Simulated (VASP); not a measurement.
Wanted: the native input for a VASP 6.6.1 run.

* Task: single point
* Functional: PBE
* Potentials or basis: VASP PAW PBE potentials, release 64 (Y_sv)
* Cutoff: 520 eV
* k mesh: 18 × 18 × 8
* Occupations: gaussian, width 0.15 eV
* Spin: no spin polarisation
* Dipole correction: no
* Further INCAR settings: ALGO = Fast; EDIFF = 1e-06; NBANDS = 18

The structure of Y lies in POSCAR:

```
Y
1.0
    3.3593792981      0.0000000000      0.0000000000
   -1.6796896490      2.9093078131      0.0000000000
    0.0000000000      0.0000000000      6.2071920000
Y
2
Direct
    0.3333333333      0.6666666667      0.2500000000
    0.6666666667      0.3333333333      0.7500000000
```

This cell differs from its parent crystal: strain -0.080 along x and y, +0.080 along z.

One way to write it, as run:

INCAR

```
SYSTEM = Y
  PREC = Accurate
  ENCUT = 520
  EDIFF = 1E-6
  ISMEAR = 0
  SIGMA = 0.15
  LREAL = .False.
  LASPH = .True.
  NELM = 60
  ALGO = Fast
  ISIF = 2
  LWAVE = .False.
  LCHARG = .False.
  GGA = PE
  NBANDS = 18
```

KPOINTS

```
Automatic mesh
0
Gamma
  18 18 8
  0 0 0
```

Potentials or basis: VASP PAW PBE potentials, release 64 (Y_sv).

Launch:

```bash
$ cat potpaw_PBE.64/Y_sv/POTCAR > POTCAR
$ mpirun -np 1 vasp_std > vasp.out
```

Results of the run:

```
Pressure               : 3.6 GPa
Band gap on the k mesh : zero (bands 11 and 12 overlap by 0.62 eV)
```

Caveat: the cell differs from its parent crystal (strain -0.080 along x and y, +0.080 along z); the cell stands under pressure.

Run time: 2.5 min on 1 thread of Intel(R) Xeon(R) 6975P-C (Granite Rapids), on a shared host, peak memory 0.34 GiB.
